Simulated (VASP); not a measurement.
# TaN (P1) in VASP: electric field gradients with PBE

Aim: the electric field gradients of TaN with PBE.

Everything below comes from runs of VASP 6.6.1. Logs are shortened: lines on timing, memory, paths and dates and some standing lists are left out, and cuts for length are marked.

## (1) The cell of the first run

The typed cell holds 6 atoms: a = 5.197 Å, b = 5.264 Å, c = 2.912 Å, α = 90.62°, β = 91.71°, γ = 121.27°.

## (2) Electric field gradients, PBE (equal xy, yz and zx shear strains of -3 %)

INCAR

```
SYSTEM = TaN
  PREC = Accurate
  ENCUT = 520
  EDIFF = 1E-8
  ISMEAR = -1
  SIGMA = 0.01
  LREAL = .FALSE.
  LASPH = .TRUE.
  NELM = 80
  ALGO = Normal
  ISIF = 2
  LWAVE = .FALSE.
  LCHARG = .FALSE.
  GGA = PE
  LEFG = .TRUE.
  NBANDS = 33
```

KPOINTS

```
regular mesh
0
G
  6 6 9
  0 0 0
```

POSCAR

```
TaN
1.0
    5.1960008669     -0.0779400130     -0.0779400130
   -2.6654984646      4.5388387553     -0.0285280247
   -0.0436650000     -0.0436650000      2.9110000000
Ta N
3 3
Direct
    0.3333333333      0.6666666667      0.5000000000
    0.6666666667      0.3333333333      0.5000000000
    0.0000000000      0.0000000000      0.0000000000
    0.3928500000      0.0000000000      0.0000000000
    0.6071500000      0.6071500000      0.0000000000
    0.0000000000      0.3928500000      0.0000000000
```

Potentials or basis: VASP PAW PBE potentials, release 64 (Ta_pv, N).

The run is started by

```bash
$ cat potpaw_PBE.64/Ta_pv/POTCAR potpaw_PBE.64/N/POTCAR > POTCAR
$ mpirun -np 1 vasp_std > vasp.out
```

OUTCAR:

```text
SYSTEM = TaN
   PREC = Accurate
   ENCUT = 520
   EDIFF = 1E-8
   ISMEAR = -1
   LREAL = .FALSE.
   LASPH = .TRUE.
   NELM = 80
   ISIF = 2
   GGA = PE

 ion  position               nearest neighbor table
   1  0.333  0.667  0.500-   6 2.10   5 2.14   4 2.16   6 2.19   4 2.19   5 2.20   2 2.96   2 3.00
                             2 3.04   3 3.25   3 3.30   3 3.35   3 3.36   3 3.37   3 3.38
   2  0.667  0.333  0.500-   4 2.11   6 2.12   5 2.18   5 2.18   4 2.19   6 2.19   1 2.96   1 3.00
                             1 3.04   3 3.25   3 3.30   3 3.35   3 3.36   3 3.37   3 3.38
   3  0.000  0.000  0.000-   5 2.02   4 2.04   6 2.07   2 3.25   1 3.25   2 3.30   1 3.30   1 3.35
                             2 3.35   2 3.36   1 3.36   2 3.37   1 3.37   1 3.38   2 3.38
   4  0.393  0.000  0.000-   3 2.04   2 2.11   1 2.16   2 2.19   1 2.19
   5  0.607  0.607  0.000-   3 2.02   1 2.14   2 2.18   2 2.18   1 2.20
   6  0.000  0.393  0.000-   3 2.07   1 2.10   2 2.12   1 2.19   2 2.19

  LATTYP: Found a triclinic cell.
 ALAT       =     5.1297558850
 B/A-ratio  =     1.0131417463
 C/A-ratio  =     0.5676010646
 COS(alpha) =     0.0297616073
 COS(beta)  =     0.0411893908
 COS(gamma) =     0.4804578458

  Lattice vectors:

 A1 = (   2.5305024023,   4.4608987423,  -0.1064680377)
 A2 = (   5.1960008669,  -0.0779400130,  -0.0779400130)
 A3 = (   0.0436650000,   0.0436650000,  -2.9110000000)

Analysis of symmetry for initial positions (statically):
=====================================================================
 Subroutine PRICEL returns:
 Original cell was already a primitive cell.

 Routine SETGRP: Setting up the symmetry group for a
 triclinic supercell.

 Subroutine GETGRP returns: Found  1 space group operations
 (whereof  1 operations were pure point group operations)
 out of a pool of  2 trial point group operations.

The static configuration has the point symmetry C_1 .

Analysis of symmetry for dynamics (positions and initial velocities):
=====================================================================
 Subroutine PRICEL returns:
 Original cell was already a primitive cell.

 Routine SETGRP: Setting up the symmetry group for a
 triclinic supercell.

 Subroutine GETGRP returns: Found  1 space group operations
 (whereof  1 operations were pure point group operations)
 out of a pool of  2 trial point group operations.

The dynamic configuration has the point symmetry C_1 .

 Subroutine INISYM returns: Found  1 space group operations
 (whereof  1 operations are pure point group operations),
 and found     1 'primitive' translations

----------------------------------------------------------------------------------------

                                     Primitive cell

  volume of cell :      68.0166

  direct lattice vectors                    reciprocal lattice vectors
     5.196000867 -0.077940013 -0.077940013     0.194236537  0.114097275  0.004625007
    -2.665498465  4.538838755 -0.028528025     0.003385740  0.222330276  0.003385740
    -0.043665000 -0.043665000  2.911000000     0.005233730  0.005233730  0.343681574

  length of vectors
     5.197169836  5.263720467  2.911654901     0.225316247  0.222381830  0.343761266

  position of ions in fractional coordinates (direct lattice)
     0.333333333  0.666666667  0.500000000
     0.666666667  0.333333333  0.500000000
     0.000000000  0.000000000  0.000000000
     0.392850000  1.000000000  0.000000000
     0.607150000  0.607150000  0.000000000
[... 70 lines left out ...]
   NGX,Y,Z   is equivalent  to a cutoff of  12.80, 12.63, 13.70 a.u.
   NGXF,Y,Z  is equivalent  to a cutoff of  25.59, 25.27, 27.41 a.u.
 SYSTEM =  TaN
   PREC   = accura    normal or accurate (medium, high low for compatibility)
   ISTART =      0    job   : 0-new  1-cont  2-samecut
   ICHARG =      2    charge: 1-file 2-atom 10-const
   ISPIN  =      1    spin polarized calculation?
   LNONCOLLINEAR =      F non collinear calculations
   LSORBIT =      F    spin-orbit coupling
   LASPH  =      T    aspherical Exc in radial PAW
   ENCUT  =  520.0 eV  38.22 Ry    6.18 a.u.   9.66  9.79  5.41*2*pi/ulx,y,z
   NELM   =     80;   NELMIN=  2; NELMDL= -5     # of ELM steps
   EDIFF  = 0.1E-07   stopping-criterion for ELM
   LREAL  =      F    real-space projection
   EDIFFG = 0.1E-06   stopping-criterion for IOM
   NSW    =      0    number of steps for IOM
   IBRION =     -1    ionic relax: 0-MD 1-quasi-New 2-CG
   NFREE  =      0    steps in history (QN), initial steepest desc. (CG)
   ISIF   =      2    stress and relaxation
   ISYM   =      2    0-nonsym 1-usesym 2-fastsym
   POTIM  = 0.5000    time-step for ionic-motion
   TEBEG  =    0.0;   TEEND  =   0.0 temperature during run
   PSTRESS=    0.0 pullay stress
   NELECT =      48.0000    total number of electrons
   NUPDOWN=      -1.0000    fix difference up-down
   EMIN   =  10.00;   EMAX   =-10.00  energy-range for DOS
   EFERMI =   0.00;   METHOD = LEGACY
   ISMEAR =    -1;   SIGMA  =   0.01  broadening in eV -4-tet -1-fermi 0-gaus
   EFERMI_NEDOS =   21; number of points for ismear=-14 and -15
   IALGO  =     38    algorithm
   IMIX   =      4    mixing-type and parameters
     AMIX     =   0.40;   BMIX     =  1.00
     AMIX_MAG =   1.60;   BMIX_MAG =  1.00
  volume/ion in A,a.u.               =      11.34        76.50
  Fermi-wavevector in a.u.,A,eV,Ry     =   1.457528  2.754328 28.904048  2.124388
  Thomas-Fermi vector in A             =   2.574319
   LORBIT       =      0    0 simple, 1 ext, 2 COOP (PROOUT), +10 PAW based schemes
   GGA     = PE    functional components
   LHFCALC =     F    Hartree Fock is set to
   AEXX    =    0.0000 exact exchange contribution
   IVDW    =     0    specifies the selected vdW correction
   LEPSILON=     F    determine dielectric tensor
   LRPA    =     F    only Hartree local field effects (RPA)
 non-spin polarized calculation
  energy-cutoff  :      520.00
  volume of cell :       68.02
 maximum number of plane-waves:      1848
 NGX is ok and might be reduce to    40
   NGX = 19   NGY = 19   NGZ = 11

 number of electron      48.0000001 magnetization

 Free energy of the ion-electron system (eV)
  ---------------------------------------------------
  ext. energy  EPLUGINS =         0.00000000
  ---------------------------------------------------
  free energy    TOTEN  =       -67.34510193 eV

  energy without entropy =      -67.34482711  energy(sigma->0) =      -67.34496452

 E-fermi :   8.3069     XC(G=0): -13.0074

 val. band max:        8.3038397360   @ k =   0.1667  -0.1667   0.2222
 cond. band min:       8.3137475000   @ k =   0.1667  -0.1667   0.3333
 fundamental gap:      0.0099077640
 Fermi energy:         8.3068713804

 k-point     1 :       0.0000    0.0000    0.0000
  band No.  band energies     occupation
      1     -27.9007      2.00000
      2     -27.8865      2.00000
      3     -27.5481      2.00000
      4     -27.5347      2.00000
      5     -27.3684      2.00000
      6     -27.2623      2.00000
[... 853 lines left out ...]
     32      12.0931      0.00000
     33      12.2541      0.00000

 [... further k-points ...]

------------------------ aborting loop because EDIFF is reached ----------------------------------------

  FORCE on cell =-STRESS in cart. coord.  units (eV):
  Direction    XX          YY          ZZ          XY          YZ          ZX
  --------------------------------------------------------------------------------------
  -------------------------------------------------------------------------------------
  Total        2.9102940      2.9008366      2.5372263      2.6136047      2.6955805      2.6834605
  in kB       68.5539310     68.3311548     59.7660713     61.5652142     63.4962090     63.2107143
  external PRESSURE =      65.5503857 kB  Pullay stress =       0.0000000 kB

 VOLUME and BASIS-vectors are now :
 -----------------------------------------------------------------------------
  energy-cutoff  :      520.00
  volume of cell :       68.02
      direct lattice vectors                 reciprocal lattice vectors
     5.196000867 -0.077940013 -0.077940013     0.194236537  0.114097275  0.004625007
    -2.665498465  4.538838755 -0.028528025     0.003385740  0.222330276  0.003385740
    -0.043665000 -0.043665000  2.911000000     0.005233730  0.005233730  0.343681574

 POSITION                                       TOTAL-FORCE (eV/Angst)
 -----------------------------------------------------------------------------------
     -0.06683      2.97808      1.41050         0.207750      0.203686      0.077861
      2.55367      1.43915      1.39403        -0.199410      0.186996      0.023134
      0.00000      0.00000      0.00000         0.024236      0.426067     -0.001513
      2.04125     -0.03062     -0.03062         0.019477     -0.225427     -0.159868
      1.53639      2.70843     -0.06464        -0.066021     -0.337464      0.139912
     -1.04714      1.78308     -0.01121         0.013969     -0.253858     -0.079526
 -----------------------------------------------------------------------------------
    total drift:                                0.000063     -0.000025      0.000018

  FREE ENERGIE OF THE ION-ELECTRON SYSTEM (eV)
  ---------------------------------------------------
  free  energy   TOTEN  =       -67.3451019344 eV

  energy  without entropy=      -67.3448271078  energy(sigma->0) =      -67.34496452

 Electric field gradients (V/A^2)
---------------------------------------------------------------------
 ion       V_xx      V_yy      V_zz      V_xy      V_xz      V_yz
---------------------------------------------------------------------
   1      97.645   100.608  -198.253   -30.881   -68.592   -71.621
   2      99.658    98.599  -198.257   -30.794   -71.537   -68.602
   3     -88.899   -89.393   178.293   -19.605   -17.499   -17.854
   4     -14.337     4.515     9.822    -2.383    -0.988    -5.004
   5      -0.130    -9.920    10.049   -10.886    -2.259    -0.271
   6      -0.272    -9.383     9.654     5.544    -5.718    -3.756
---------------------------------------------------------------------

 Electric field gradients after diagonalization (V/A^2)
 (convention: |V_zz| > |V_xx| > |V_yy|)
----------------------------------------------------------------------
 ion       V_xx      V_yy      V_zz     asymmetry (V_yy - V_xx)/ V_zz
----------------------------------------------------------------------
   1     130.164   100.935  -231.099       0.126
   2     129.978   101.087  -231.064       0.125
   3    -110.914   -69.540   180.454       0.229
   4      12.838     1.905   -14.743       0.742
   5      10.894     6.146   -17.040       0.279
   6     -12.052    -1.672    13.724       0.756
----------------------------------------------------------------------

           NMR quadrupolar parameters

 Cq : quadrupolar parameter    Cq=e*Q*V_zz/h
 eta: asymmetry parameters     (V_yy - V_xx)/ V_zz
 Q  : nuclear electric quadrupole moment in mb (millibarn)
----------------------------------------------------------------------
 ion       Cq(MHz)       eta       Q (mb)
----------------------------------------------------------------------
   1      -0.559       0.126       1.000
   2      -0.559       0.125       1.000
   3       0.436       0.229       1.000
   4      -0.036       0.742       1.000
   5      -0.041       0.279       1.000
   6       0.033       0.756       1.000
----------------------------------------------------------------------
```

Wall time 2.8 min (1 thread of Intel Xeon 6975P-C (Granite Rapids), shared host); peak memory 0.4 GiB.

What came out:

* Free energy: -67.3451 eV
* Pressure: 6.6 GPa
* Largest force: 0.427 eV/Å
* Band gap on the k mesh: zero (band 24 reaches 9.99 eV, above the bottom of band 25 at 7.03 eV)

Forces in eV/Å, atoms in the order of the input:
```
Ta   0.208  0.204  0.078
Ta  -0.199  0.187  0.023
Ta   0.024  0.426 -0.002
N    0.019 -0.225 -0.160
N   -0.066 -0.337  0.140
N    0.014 -0.254 -0.080
```

Levels at points of the mesh, in eV from the Fermi level:
```
           k point  band 21  band 22  band 23  band 24  band 25  band 26  band 27  band 28
(0.00, 0.00, 0.00)    -4.22    -3.31    -1.87    -0.88    -0.87     0.61     0.63     1.90
(0.50, 0.00, 0.00)    -4.01    -3.74    -2.67    -2.62     1.21     1.83     1.88     2.34
(0.00, 0.50, 0.00)    -3.87    -3.79    -2.79    -2.56     1.19     1.76     1.96     2.28
(0.50, 0.50, 0.00)    -3.86    -3.69    -2.94    -2.48     1.16     1.72     2.04     2.27
```

Electric field gradients, principal values (V/Å²):
```
atom    least    middle  greatest (by size)
1 Ta  100.935   130.164            -231.099
2 Ta  101.087   129.978            -231.064
3 Ta  -69.540  -110.914             180.454
 4 N    1.905    12.838             -14.743
 5 N    6.146    10.894             -17.040
 6 N   -1.672   -12.052              13.724
```

Caveat: the cell differs from its parent crystal (equal xy, yz and zx shear strains of -3 %); without QUAD_EFG the Cq values of the log hold for a quadrupole moment of 1 mb, not for the nuclei; spin-orbit coupling is left out, which moves the levels of the heavy elements.
